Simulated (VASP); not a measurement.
# CdS in VASP: further runs

The runs below take CdS through single point, with PBE, r2SCAN, HSE06.

All numbers are computed with VASP 6.6.1; they aren't measurements. Logs are shortened: lines on timing, memory, paths and dates and some standing lists are left out, and cuts for length are marked.

## 1. The cell of the first run

It takes space group I4/mmm (No. 139, tetragonal). The conventional cell has a = 3.856 Å, b = 3.856 Å, c = 5.290 Å, α = 90.00°, β = 90.00°, γ = 90.00°. Within 3.5 Å of Cd (site symmetry 4/mmm) lie 6 S at 2.64 to 2.73 Å. S (site symmetry 4/mmm) has 6 Cd at 2.64 to 2.73 Å within 3.5 Å.

## 2. Single point, PBE (uniaxial z strain -3.0%)

The input, INCAR:

```
ALGO = Normal
EDIFF = 1E-6
ENCUT = 520
GGA = PE
ISIF = 2
ISMEAR = -1
LASPH = True
LCHARG = False
LREAL = False
LWAVE = False
NBANDS = 16
NELM = 60
PREC = Accurate
SIGMA = 0.02
```

The input, KPOINTS:

```
k-points
0
Gamma
  8 8 8
```

The input, POSCAR:

```
CdS
1.0
    0.0000000000      2.7267765455      2.6449732491
    2.7267765455      0.0000000000      2.6449732491
    2.7267765455      2.7267765455      0.0000000000
Cd S
1 1
Direct
    0.0000000000      0.0000000000      0.0000000000
    0.5000000000      0.5000000000      0.5000000000
```

Potentials or basis: VASP PAW PBE potentials, release 64 (Cd, S).

Run with:

```sh
cat potpaw_PBE.64/Cd/POTCAR potpaw_PBE.64/S/POTCAR > POTCAR
mpirun -np 1 vasp_std > vasp.out
```

OUTCAR:

```text
EDIFF = 1E-6
   ENCUT = 520
   GGA = PE
   ISIF = 2
   ISMEAR = -1
   LASPH = True
   LREAL = False
   NELM = 60
   PREC = Accurate

 ion  position               nearest neighbor table
   1  0.000  0.000  0.000-   2 2.64   2 2.64   2 2.73   2 2.73   2 2.73   2 2.73
   2  0.500  0.500  0.500-   1 2.64   1 2.64   1 2.73   1 2.73   1 2.73   1 2.73

  LATTYP: Found a body centered tetragonal cell.
 ALAT       =     3.8562443722
 C/A-ratio  =     1.3717871555

  Lattice vectors:

 A1 = (   0.0000000000,  -2.7267765455,  -2.6449732491)
 A2 = (   0.0000000000,   2.7267765455,  -2.6449732491)
 A3 = (   2.7267765455,   0.0000000000,   2.6449732491)

Analysis of symmetry for initial positions (statically):
=====================================================================
 Subroutine PRICEL returns:
 Original cell was already a primitive cell.

 Routine SETGRP: Setting up the symmetry group for a
 body centered tetragonal supercell.

 Subroutine GETGRP returns: Found 16 space group operations
 (whereof 16 operations were pure point group operations)
 out of a pool of 16 trial point group operations.

The static configuration has the point symmetry D_4h.

Analysis of symmetry for dynamics (positions and initial velocities):
=====================================================================
 Subroutine PRICEL returns:
 Original cell was already a primitive cell.

 Routine SETGRP: Setting up the symmetry group for a
 body centered tetragonal supercell.

 Subroutine GETGRP returns: Found 16 space group operations
 (whereof 16 operations were pure point group operations)
 out of a pool of 16 trial point group operations.

The dynamic configuration has the point symmetry D_4h.

 Subroutine INISYM returns: Found 16 space group operations
 (whereof 16 operations are pure point group operations),
 and found     1 'primitive' translations

----------------------------------------------------------------------------------------

                                     Primitive cell

  volume of cell :      39.3324

  direct lattice vectors                    reciprocal lattice vectors
     0.000000000  2.726776545  2.644973249    -0.183366694  0.183366694  0.189037829
     2.726776545  0.000000000  2.644973249     0.183366694 -0.183366694  0.189037829
     2.726776545  2.726776545  0.000000000     0.183366694  0.183366694 -0.189037829

  length of vectors
     3.798841115  3.798841115  3.856244372     0.320908070  0.320908070  0.320908070

  position of ions in fractional coordinates (direct lattice)
     0.000000000  0.000000000  0.000000000
     0.500000000  0.500000000  0.500000000

  ion indices of the primitive-cell ions
   primitive index   ion index
                 1           1
                 2           2

----------------------------------------------------------------------------------------

 KPOINTS: k-points

Automatic generation of k-mesh.
 Grid dimensions read from file:
 generate k-points for:    8    8    8

 Generating k-lattice:

  Cartesian coordinates                     Fractional coordinates (reciprocal lattice)
    -0.022920837  0.022920837  0.023629729     0.125000000  0.000000000  0.000000000
     0.022920837 -0.022920837  0.023629729     0.000000000  0.125000000  0.000000000
     0.022920837  0.022920837 -0.023629729     0.000000000  0.000000000  0.125000000

  Length of vectors
     0.040113509  0.040113509  0.040113509

  Shift w.r.t. Gamma in fractional coordinates (k-lattice)
     0.000000000  0.000000000  0.000000000

 Subroutine IBZKPT returns following result:
 ===========================================

 Found     59 irreducible k-points:

 Following reciprocal coordinates:
            Coordinates               Weight
  0.000000  0.000000  0.000000      1.000000
  0.125000  0.000000  0.000000      8.000000
  0.250000  0.000000  0.000000      8.000000
  0.375000  0.000000  0.000000      8.000000
  0.500000  0.000000  0.000000      4.000000
  0.125000  0.125000  0.000000      2.000000
[... 16 lines left out ...]
  0.250000  0.000000  0.125000     16.000000
  0.375000  0.000000  0.125000     16.000000
 [... further k-points ...]
   k-points           NKPTS =     59   k-points in BZ     NKDIM =     59   number of bands    NBANDS=     16
   number of dos      NEDOS =    301   number of ions     NIONS =      2
   total plane-waves  NPLWV =  23520
   dimension x,y,z NGX =    28 NGY =   28 NGZ =   30
   dimension x,y,z NGXF=    56 NGYF=   56 NGZF=   60
   ions per type =               1   1
   NGX,Y,Z   is equivalent  to a cutoff of  12.25, 12.25, 12.93 a.u.
   NGXF,Y,Z  is equivalent  to a cutoff of  24.51, 24.51, 25.87 a.u.
 SYSTEM =  unknown system
   PREC   = accura    normal or accurate (medium, high low for compatibility)
   ISTART =      0    job   : 0-new  1-cont  2-samecut
   ICHARG =      2    charge: 1-file 2-atom 10-const
   ISPIN  =      1    spin polarized calculation?
   LNONCOLLINEAR =      F non collinear calculations
   LSORBIT =      F    spin-orbit coupling
   LASPH  =      T    aspherical Exc in radial PAW
   ENCUT  =  520.0 eV  38.22 Ry    6.18 a.u.   7.06  7.06  7.17*2*pi/ulx,y,z
   NELM   =     60;   NELMIN=  2; NELMDL= -5     # of ELM steps
   EDIFF  = 0.1E-05   stopping-criterion for ELM
   LREAL  =      F    real-space projection
   EDIFFG = 0.1E-04   stopping-criterion for IOM
   NSW    =      0    number of steps for IOM
   IBRION =     -1    ionic relax: 0-MD 1-quasi-New 2-CG
   NFREE  =      0    steps in history (QN), initial steepest desc. (CG)
   ISIF   =      2    stress and relaxation
   ISYM   =      2    0-nonsym 1-usesym 2-fastsym
   POTIM  = 0.5000    time-step for ionic-motion
   TEBEG  =    0.0;   TEEND  =   0.0 temperature during run
   PSTRESS=    0.0 pullay stress
   NELECT =      18.0000    total number of electrons
   NUPDOWN=      -1.0000    fix difference up-down
   EMIN   =  10.00;   EMAX   =-10.00  energy-range for DOS
   EFERMI =   0.00;   METHOD = LEGACY
   ISMEAR =    -1;   SIGMA  =   0.02  broadening in eV -4-tet -1-fermi 0-gaus
   EFERMI_NEDOS =   21; number of points for ismear=-14 and -15
   IALGO  =     38    algorithm
   IMIX   =      4    mixing-type and parameters
     AMIX     =   0.40;   BMIX     =  1.00
     AMIX_MAG =   1.60;   BMIX_MAG =  1.00
  volume/ion in A,a.u.               =      19.67       132.71
  Fermi-wavevector in a.u.,A,eV,Ry     =   1.261582  2.384045 21.654890  1.591590
  Thomas-Fermi vector in A             =   2.395034
   LORBIT       =      0    0 simple, 1 ext, 2 COOP (PROOUT), +10 PAW based schemes
   GGA     = PE    functional components
   LHFCALC =     F    Hartree Fock is set to
   AEXX    =    0.0000 exact exchange contribution
   IVDW    =     0    specifies the selected vdW correction
   LEPSILON=     F    determine dielectric tensor
   LRPA    =     F    only Hartree local field effects (RPA)
 non-spin polarized calculation
  energy-cutoff  :      520.00
  volume of cell :       39.33
 maximum number of plane-waves:      1078
   NGX = 15   NGY = 15   NGZ = 15

 number of electron      18.0000000 magnetization

 Free energy of the ion-electron system (eV)
  ---------------------------------------------------
  ext. energy  EPLUGINS =         0.00000000
  ---------------------------------------------------
  free energy    TOTEN  =        -5.83441272 eV

  energy without entropy =       -5.83427903  energy(sigma->0) =       -5.83434587

 E-fermi :   3.4469     XC(G=0): -10.5978

 val. band max:        3.3926306449   @ k =   0.5000   0.0000   0.0000
 cond. band min:       3.4666246146   @ k =   0.5000   0.5000   0.0000
 fundamental gap:      0.0739939697
 Fermi energy:         3.4469323452

 k-point     1 :       0.0000    0.0000    0.0000
  band No.  band energies     occupation
      1      -9.7831      2.00000
      2      -4.4119      2.00000
      3      -4.4119      2.00000
      4      -4.4004      2.00000
      5      -4.3926      2.00000
      6      -4.3650      2.00000
[... 8 lines left out ...]
     15      14.7377      0.00000
     16      14.7377      0.00000

 k-point     2 :       0.1250    0.0000    0.0000
  band No.  band energies     occupation
      1      -9.6388      2.00000
      2      -4.4570      2.00000
      3      -4.4475      2.00000
      4      -4.4196      2.00000
      5      -4.3722      2.00000
      6      -4.3464      2.00000
[... 8 lines left out ...]
     15      13.7727      0.00000
     16      14.7053      0.00000

 k-point     3 :       0.2500    0.0000    0.0000
  band No.  band energies     occupation
      1      -9.2494      2.00000
      2      -4.5914      2.00000
      3      -4.5655      2.00000
      4      -4.4835      2.00000
      5      -4.2850      2.00000
      6      -4.2769      2.00000
[... 8 lines left out ...]
     15      14.2304      0.00000
     16      14.4669      0.00000

 k-point     4 :       0.3750    0.0000    0.0000
  band No.  band energies     occupation
      1      -8.7749      2.00000
      2      -4.7239      2.00000
      3      -4.6785      2.00000
      4      -4.6170      2.00000
      5      -4.2022      2.00000
      6      -4.1951      2.00000
[... 8 lines left out ...]
     15      15.4361      0.00000
     16      15.5534      0.00000

 k-point     5 :       0.5000    0.0000    0.0000
  band No.  band energies     occupation
      1      -8.5388      2.00000
      2      -4.7871      2.00000
      3      -4.7239      2.00000
      4      -4.7050      2.00000
      5      -4.1705      2.00000
      6      -4.1571      2.00000
[... 8 lines left out ...]
     15      16.2391      0.00000
     16      16.4975      0.00000

 k-point     6 :       0.1250    0.1250    0.0000
  band No.  band energies     occupation
      1      -9.5791      2.00000
      2      -4.5447      2.00000
      3      -4.3933      2.00000
      4      -4.3814      2.00000
      5      -4.3814      2.00000
      6      -4.3723      2.00000
[... 8 lines left out ...]
     15      15.5986      0.00000
     16      16.0587      0.00000

 k-point     7 :       0.2500    0.1250    0.0000
  band No.  band energies     occupation
      1      -9.2790      2.00000
      2      -4.6629      2.00000
      3      -4.4506      2.00000
      4      -4.4388      2.00000
      5      -4.3235      2.00000
      6      -4.2772      2.00000
[... 8 lines left out ...]
     15      15.3562      0.00000
     16      15.9848      0.00000

 k-point     8 :       0.3750    0.1250    0.0000
  band No.  band energies     occupation
      1      -8.8620      2.00000
      2      -4.7270      2.00000
      3      -4.5673      2.00000
      4      -4.5130      2.00000
      5      -4.2443      2.00000
      6      -4.1848      2.00000
[... 8 lines left out ...]
     15      16.2463      0.00000
     16      16.2541      0.00000

 k-point     9 :       0.5000    0.1250    0.0000
  band No.  band energies     occupation
      1      -8.5800      2.00000
      2      -4.6751      2.00000
      3      -4.6613      2.00000
      4      -4.6116      2.00000
      5      -4.1751      2.00000
      6      -4.1516      2.00000
[... 8 lines left out ...]
     15      16.6362      0.00000
     16      17.3484      0.00000
[... 172 lines left out ...]
 k-point    19 :       0.5000    0.3750    0.0000
  band No.  band energies     occupation
      1      -8.7483      2.00000
      2      -4.5348      2.00000
      3      -4.3242      2.00000
      4      -4.1647      2.00000
      5      -4.1119      2.00000
      6      -3.6038      2.00000
[... 8 lines left out ...]
     15      17.6143      0.00000
     16      18.5392      0.00000

 k-point    20 :      -0.3750    0.3750    0.0000
  band No.  band energies     occupation
      1      -8.6652      2.00000
      2      -4.5116      2.00000
      3      -4.4489      2.00000
      4      -4.2518      2.00000
      5      -4.1325      2.00000
      6      -3.6048      2.00000
[... 8 lines left out ...]
     15      16.1875      0.00000
     16      19.3424      0.00000

 k-point    21 :       0.5000    0.5000    0.0000
  band No.  band energies     occupation
      1      -8.7784      2.00000
      2      -4.5587      2.00000
      3      -4.2534      2.00000
      4      -4.0914      2.00000
      5      -4.0914      2.00000
      6      -3.2693      2.00000
[... 8 lines left out ...]
     15      17.8315      0.00000
     16      18.0172      0.00000

 k-point    22 :       0.1250    0.0000    0.1250
  band No.  band energies     occupation
      1      -9.6073      2.00000
      2      -4.4932      2.00000
      3      -4.4372      2.00000
      4      -4.3815      2.00000
      5      -4.3764      2.00000
      6      -4.3371      2.00000
[... 8 lines left out ...]
     15      15.9279      0.00000
     16      15.9551      0.00000

 k-point    23 :       0.2500    0.0000    0.1250
  band No.  band energies     occupation
      1      -9.3278      2.00000
      2      -4.5787      2.00000
      3      -4.4652      2.00000
      4      -4.4522      2.00000
      5      -4.3101      2.00000
      6      -4.2697      2.00000
[... 8 lines left out ...]
     15      15.3801      0.00000
     16      16.0014      0.00000

 k-point    24 :       0.3750    0.0000    0.1250
  band No.  band energies     occupation
      1      -8.9100      2.00000
      2      -4.6381      2.00000
      3      -4.5842      2.00000
      4      -4.5270      2.00000
      5      -4.2287      2.00000
      6      -4.1903      2.00000
[... 8 lines left out ...]
     15      16.0017      0.00000
     16      16.1975      0.00000

 [... further k-points ...]

------------------------ aborting loop because EDIFF is reached ----------------------------------------

  FORCE on cell =-STRESS in cart. coord.  units (eV):
  Direction    XX          YY          ZZ          XY          YZ          ZX
  --------------------------------------------------------------------------------------
  -------------------------------------------------------------------------------------
  Total        0.9619796      0.9619796      1.7508364      0.0000000      0.0000000      0.0000000
  in kB       39.1855612     39.1855612     71.3190876      0.0000000      0.0000000      0.0000000
  external PRESSURE =      49.8967367 kB  Pullay stress =       0.0000000 kB

 VOLUME and BASIS-vectors are now :
 -----------------------------------------------------------------------------
  energy-cutoff  :      520.00
  volume of cell :       39.33
      direct lattice vectors                 reciprocal lattice vectors
     0.000000000  2.726776545  2.644973249    -0.183366694  0.183366694  0.189037829
     2.726776545  0.000000000  2.644973249     0.183366694 -0.183366694  0.189037829
     2.726776545  2.726776545  0.000000000     0.183366694  0.183366694 -0.189037829

 POSITION                                       TOTAL-FORCE (eV/Angst)
 -----------------------------------------------------------------------------------
      0.00000      0.00000      0.00000         0.000000      0.000000      0.000000
      2.72678      2.72678      2.64497         0.000000      0.000000      0.000000
 -----------------------------------------------------------------------------------
    total drift:                                0.000000      0.000000      0.000000

  FREE ENERGIE OF THE ION-ELECTRON SYSTEM (eV)
  ---------------------------------------------------
  free  energy   TOTEN  =        -5.8344127173 eV

  energy  without entropy=       -5.8342790286  energy(sigma->0) =       -5.83434587
```

Run time: 69 s. Hardware: 1 thread of Intel Xeon 8259CL, shared host; peak memory 0.18 GiB.

What came out:

| Quantity | Value |
| --- | --- |
| Free energy | -5.8344 eV |
| Pressure | 5.0 GPa |
| Band gap on the k mesh | 0.07 eV (least direct gap 1.88 eV) |

Caveat: the cell differs from its parent crystal (uniaxial z strain -3.0%); the cell stands under pressure. A k mesh can miss the band edges.

## 3. Single point, r2SCAN (uniaxial z strain -3.0%)

POSCAR is that of step 2.

The input, INCAR.step1:

```
PREC = Accurate
ENCUT = 520
ISMEAR = -1
SIGMA = 0.02
LREAL = F
LASPH = T
NELM = 80
NBANDS = 16
GGA = PE
ALGO = Normal
EDIFF = 1E-4
LWAVE = T
LCHARG = F
```

The input, INCAR.step2:

```
PREC = Accurate
ENCUT = 520
EDIFF = 1E-6
ISMEAR = -1
SIGMA = 0.02
LREAL = F
LASPH = T
NELM = 80
ALGO = Normal
ISIF = 2
LWAVE = F
LCHARG = T
METAGGA = R2SCAN
LMIXTAU = T
LELF = T
LVHAR = T
NBANDS = 16
ISTART = 1
```

The input, KPOINTS:

```
regular mesh
0
Gamma
  8 8 8
```

Potentials or basis: VASP PAW PBE potentials, release 64 (Cd, S).

Run with:

```sh
cat potpaw_PBE.64/Cd/POTCAR potpaw_PBE.64/S/POTCAR > POTCAR
cp INCAR.step1 INCAR
mpirun -np 1 vasp_std > vasp.out
cp INCAR.step2 INCAR
mpirun -np 1 vasp_std > vasp.out
```

Wall time 3.9 min (1 thread of Intel Xeon 8259CL, shared host); peak memory 0.19 GiB.

Results (log left out):

| Item | Value |
| --- | --- |
| Free energy | -29.5023 eV |
| Pressure | 3.4 GPa |
| Band gap on the k mesh | 0.54 eV (least direct gap 2.53 eV) |

Stress tensor (GPa, compression positive):
```
2.32 0.00 0.00
0.00 2.32 0.00
0.00 0.00 5.59
```

Levels at points of the mesh, in eV from the valence-band top:
```tsv
k point	band 5	band 6	band 7	band 8	band 9	band 10	band 11	band 12	band 13	band 14
(0.00, 0.00, 0.00)	-8.01	-7.99	-1.05	-0.87	-0.87	1.66	9.61	9.61	9.76	11.90
(0.50, 0.00, 0.00)	-7.79	-7.78	-5.16	-0.17	0.00	3.93	6.19	6.53	7.81	13.12
(0.50, 0.50, 0.00)	-7.72	-6.86	-4.67	-2.49	-2.49	0.54	6.17	11.10	12.32	12.32
(0.50, 0.00, 0.50)	-7.71	-6.94	-4.66	-2.53	-2.24	0.71	6.36	10.82	12.11	12.91
```

Caveat: the cell differs from its parent crystal (uniaxial z strain -3.0%); the cell stands under pressure; the PAW data sets were made with another functional, which shifts forces and pressure a little.

## 4. Single point, r2SCAN (epitaxial 111 strain -2.5%)

The input, POSCAR:

```
CdS
1.0
    0.0854372601      2.7440443919      2.7440443919
    2.7440443919      0.0854372601      2.7440443919
    2.7440443919      2.7440443919      0.0854372601
Cd S
1 1
Direct
    0.0000000000      0.0000000000      0.0000000000
    0.5000000000      0.5000000000      0.5000000000
```

The input, INCAR.step1:

```
SYSTEM = CdS
PREC     = Accurate       ! precision mode
ENCUT    = 520            ! plane-wave cutoff, eV
ISMEAR   = -1             ! smearing method
SIGMA    = 0.02           ! smearing width, eV
LREAL    = .FALSE.        ! projectors in reciprocal space
LASPH    = .TRUE.         ! aspherical terms in the spheres
NELM     = 80             ! most SCF steps
NBANDS   = 16             ! bands
GGA      = PE             ! functional
ALGO     = Normal         ! electronic algorithm
EDIFF    = 1E-4           ! SCF threshold, eV
LWAVE    = .TRUE.         ! write WAVECAR
LCHARG   = .FALSE.        ! write CHGCAR
```

The input, INCAR.step2:

```
SYSTEM = CdS
PREC     = Accurate       ! precision mode
ENCUT    = 520            ! plane-wave cutoff, eV
EDIFF    = 1E-6           ! SCF threshold, eV
ISMEAR   = -1             ! smearing method
SIGMA    = 0.02           ! smearing width, eV
LREAL    = .FALSE.        ! projectors in reciprocal space
LASPH    = .TRUE.         ! aspherical terms in the spheres
NELM     = 80             ! most SCF steps
ALGO     = Normal         ! electronic algorithm
ISIF     = 2              ! what is computed and relaxed
LWAVE    = .FALSE.        ! write WAVECAR
LCHARG   = .TRUE.         ! write CHGCAR
METAGGA  = R2SCAN         ! meta-GGA
LMIXTAU  = .TRUE.       
LELF     = .TRUE.         ! ELF
LVHAR    = .TRUE.       
NBANDS   = 16             ! bands
ISTART   = 1
```

The input, KPOINTS:

```
regular mesh
0
G
  8 8 8
  0 0 0
```

Run with:

```sh
cat potpaw_PBE.64/Cd/POTCAR potpaw_PBE.64/S/POTCAR > POTCAR
cp INCAR.step1 INCAR
mpirun -np 1 vasp_std > vasp.out
cp INCAR.step2 INCAR
mpirun -np 1 vasp_std > vasp.out
```

Wall time 4.1 min (1 thread of Intel Xeon 8259CL, shared host); peak memory 0.2 GiB.

The run converged. Its results:

```
Free energy            : -29.4975 eV
Pressure               : 3.0 GPa
Band gap on the k mesh : 0.61 eV (least direct gap 2.39 eV)
```

Stress tensor (GPa, compression positive):
```
 3.05 -1.23 -1.23
-1.23  3.05 -1.23
-1.23 -1.23  3.05
```

Levels at points of the mesh, in eV from the valence-band top:
```csv
k point,band 7,band 8,band 9,band 10,band 11,band 12
"(0.00, 0.00, 0.00)",-1.22,-0.81,-0.81,1.58,9.20,9.85
"(0.50, 0.00, 0.00)",-5.11,-0.20,-0.10,3.78,6.07,6.39
"(0.50, 0.50, 0.00)",-4.67,-2.62,-2.26,0.61,6.28,10.71
"(0.50, 0.50, 0.50)",-5.39,0.00,0.00,4.24,6.69,6.69
```

Caveat: the cell differs from its parent crystal (epitaxial 111 strain -2.5%); the cell stands under pressure; the PAW data sets were made with another functional, which shifts forces and pressure a little. A k mesh can miss the band edges.

[end of part 1 of 2]
